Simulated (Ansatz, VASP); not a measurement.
**One calculation of ZnSe, two programs**

Contents of INCAR:

```
ALGO = Normal
EDIFF = 1E-6
ENCUT = 520
ISIF = 2
ISMEAR = 0
LASPH = T
LCHARG = T
LELF = T
LREAL = F
LVHAR = T
LWAVE = F
NBANDS = 26
NELM = 60
PREC = Accurate
SIGMA = 0.05
```

The input KPOINTS:

```
k-points
0
Gamma
  8 8 6
```

The input POSCAR:

```
ZnSe
1.0
    3.9198109590      0.0000000000      0.0000000000
    0.0000000000      3.9198109590      0.0000000000
    0.0000000000      0.0000000000      5.1733436024
Zn Se
2 2
Direct
    0.0000000000      0.0000000000      0.0000000000
    0.5000000000      0.5000000000      0.0000000000
    0.0000000000      0.5000000000      0.2419974579
    0.5000000000      0.0000000000      0.7580025421
```

Input for Ansatz:

```yaml
crystal:
  lattice:
    - [3.919810959, 0.0, 0.0]
    - [0.0, 3.919810959, 0.0]
    - [0.0, 0.0, 5.1733436024]
  atoms:
    - { symbol: Zn, position: [0.0, 0.0, 0.0] }
    - { symbol: Zn, position: [0.5, 0.5, 0.0] }
    - { symbol: Se, position: [0.0, 0.5, 0.2419974579] }
    - { symbol: Se, position: [0.5, 0.0, 0.7580025421] }
basis:
  ecutwfc: 520.0
kpoints:
  mp_grid: { grid: [8, 8, 6] }
hamiltonian:
  xc: lda
scf:
  occupations: { method: gaussian, width: 0.05 }
output:
  forces: true
  stress: true
  eigenvalues: true
```

Alike in both runs: task single point; functional LDA; k mesh 8 × 8 × 6; occupations gaussian, width 0.05 eV; no spin polarisation.

|  | VASP | Ansatz |
| --- | --- | --- |
| version | VASP 6.6.1 | Ansatz 0.2.0 |
| potentials or method | VASP PAW LDA potentials, release 64 (Zn, Se), cutoff 520 eV | scalar-relativistic, plane waves, PAW |
| valence electrons in the cell | 36 | 56 |

```csv
,VASP,Ansatz,Ansatz less VASP
gap on the k mesh at the Fermi level (eV),0.95,0.96,+0.004
least direct gap on the mesh (eV),0.95,0.96,+0.004
pressure (GPa),15.7,14.9,-0.72
"traceless stress, the component that is largest in VASP (GPa)",-0.39,-0.24,+0.150
rms of the force components (eV/Å),1.298,1.253,-0.0453
```

LDA's correlation is that of Perdew and Zunger in VASP and of Perdew and Wang (1992) in Ansatz. Atom by atom the forces differ by 0.045 eV/Å (rms over components). VASP's potentials hold 36 valence electrons a cell and Ansatz's 56, so a difference there can come from the potentials and not from the codes.
